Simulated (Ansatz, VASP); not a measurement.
## AlCu3: VASP beside Ansatz

The input INCAR:

```
PREC = Accurate ; ENCUT = 520
EDIFF = 1E-6 ; ISMEAR = 0
SIGMA = 0.15 ; LREAL = F
LASPH = T ; NELM = 100
ALGO = Fast ; ISIF = 2
LWAVE = F ; LCHARG = F
NBANDS = 26
```

Contents of KPOINTS:

```
regular mesh
0
Gamma
  12 12 12
```

The input POSCAR:

```
AlCu3
1.0
    3.4993001882      0.0000000000      0.0000000000
    0.0000000000      3.4993001882      0.0000000000
    0.0000000000      0.0000000000      3.4993001882
Al Cu
1 3
Direct
    0.0000000000      0.0000000000      0.0000000000
    0.5000000000      0.4893007179      0.0000000000
    0.5000000000      0.0000000000      0.5000000000
    0.0000000000      0.5106992821      0.5000000000
```

Input for Ansatz:

```yaml
crystal:
  lattice:
    - [3.4993001882, 0.0, 0.0]
    - [0.0, 3.4993001882, 0.0]
    - [0.0, 0.0, 3.4993001882]
  atoms:
    - { symbol: Al, position: [0.0, 0.0, 0.0] }
    - { symbol: Cu, position: [0.5, 0.4893007179, 0.0] }
    - { symbol: Cu, position: [0.5, 0.0, 0.5] }
    - { symbol: Cu, position: [0.0, 0.5106992821, 0.5] }
basis:
  ecutwfc: 520.0
kpoints:
  mp_grid: { grid: [12, 12, 12] }
hamiltonian:
  xc: lda
  pseudopotentials: { kind: paw, azcp: { folder: soft_1 } }
scf:
  occupations: { method: gaussian, width: 0.15 }
output:
  forces: true
  stress: true
  eigenvalues: true
```

Change from the starting cell: mode 5 frozen in at -0.038 Å, equal normal strain along x, y and z -0.0250.

Alike in both runs: task single point; functional LDA; k mesh 12 × 12 × 12; occupations gaussian, width 0.15 eV; no spin polarisation.

```csv
,VASP,Ansatz
version,VASP 6.6.1,Ansatz 0.2.0
potentials or method,"VASP PAW LDA potentials, release 64 (Al, Cu), cutoff 520 eV","scalar-relativistic, plane waves, PAW"
valence electrons in the cell,36,60
```

Ansatz gave:

```
gap on the k mesh at the Fermi level (eV) : none
pressure (GPa)                            : 15.3
rms of the force components (eV/Å)        : 0.138
```

Q: What did VASP give for the same quantities?

A: gap on the k mesh at the Fermi level (eV): none; pressure (GPa): 16.0; rms of the force components (eV/Å): 0.140.

Ansatz warns that its potentials were made for another functional, while VASP's fit it. LDA's correlation is that of Perdew and Zunger in VASP and of Perdew and Wang (1992) in Ansatz. Atom by atom the forces differ by 0.001 eV/Å (rms over components). A gap of «none» marks a metal or a gap that the smearing closes. VASP's potentials hold 36 valence electrons a cell and Ansatz's 60, so a difference there can come from the potentials and not from the codes.
